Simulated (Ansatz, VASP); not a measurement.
# CdH2O2: VASP beside Ansatz

```
Cd H O
1.0
     3.58448    0.00000    0.00000
    -1.79224    3.10425    0.00000
     0.00000    0.00000    4.73404
Cd H O
1 2 2
Cartesian
  0.0000 0.0000 0.0000
  1.7922 1.0347 2.6083
  0.0000 2.0695 2.1258
  1.7922 1.0347 3.5949
  0.0000 2.0695 1.1391
```

Alike in both runs: task single point; functional PBEsol; k mesh 6 × 6 × 4; no spin polarisation.

|  | VASP | Ansatz |
| --- | --- | --- |
| version | VASP 6.6.1 | Ansatz 0.2.0 |
| potentials or method | VASP PAW PBE potentials, release 64 (Cd_sv_GW, H, O), cutoff 600 eV | plane waves, PAW |
| occupations | gaussian, width 0.01 eV | fixed |
| valence electrons in the cell | 34 | 34 |

|  | VASP | Ansatz | Ansatz less VASP |
| --- | --- | --- | --- |
| pressure (GPa) | -6.7 | -6.3 | +0.34 |
| traceless stress, the component that is largest in VASP (GPa) | -0.30 | -0.79 | -0.493 |

VASP's potentials were made for PBE, not for PBEsol. Ansatz's warnings: stress scf threshold loose.
